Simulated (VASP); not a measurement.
Set up this calculation in VASP 6.6.1, as the native input.

```
Task                   : single point
Functional             : PBEsol
Dispersion             : D3(BJ)
Potentials or basis    : VASP PAW PBE potentials, release 64 (W_sv, S)
Cutoff                 : 520 eV
k mesh                 : 12 × 12 × 4
Occupations            : gaussian, width 0.02 eV
Spin                   : no spin polarisation
Dipole correction      : no
Further INCAR settings : ALGO = Normal; EDIFF = 1e-06; NBANDS = 35
```

The structure of WS2 lies in POSCAR:

```
WS2
1.0
    3.0480560428      0.0000000000      0.0000000000
   -1.5240280214      2.6396939652      0.0000000000
    0.0000000000      0.0000000000     11.1862952896
W S
2 4
Direct
    0.3333333333      0.6666666667      0.2500000000
    0.6666666667      0.3333333333      0.7500000000
    0.3333333333      0.6666666667      0.6087815343
    0.6666666667      0.3333333333      0.1087815343
    0.3333333333      0.6666666667      0.8912184657
    0.6666666667      0.3333333333      0.3912184657
```

The input as run:

INCAR

```
SYSTEM = WS2
PREC = Accurate ; ENCUT = 520
EDIFF = 1E-6 ; ISMEAR = 0
SIGMA = 0.02 ; LREAL = .False.
LASPH = .True. ; NELM = 80
ALGO = Normal ; ISIF = 2
LWAVE = .False. ; LCHARG = .False.
GGA = PS ; IVDW = 12
NBANDS = 35
```

KPOINTS

```
Automatic mesh
0
Gamma
  12 12 4
  0 0 0
```

Potentials or basis: VASP PAW PBE potentials, release 64 (W_sv, S).

The run is started by

```sh
$ cat potpaw_PBE.64/W_sv/POTCAR potpaw_PBE.64/S/POTCAR > POTCAR
$ mpirun -np 1 vasp_std > vasp.out
```

It gave:

```
Pressure                   : 10.2 GPa
Largest force              : 0.024 eV/Å
Band gap on the k mesh     : 0.27 eV (least direct gap 1.55 eV)
Dispersion energy per atom : -0.460 eV
```

Caveat: the cell stands under pressure; the PAW data sets were made with another functional, which shifts forces and pressure a little; spin-orbit coupling is left out, which moves the levels of the heavy elements.

Run time: 120 s on 1 thread of Intel(R) Xeon(R) Platinum 8488C (Sapphire Rapids) (shared host), peak memory 0.3 GiB.
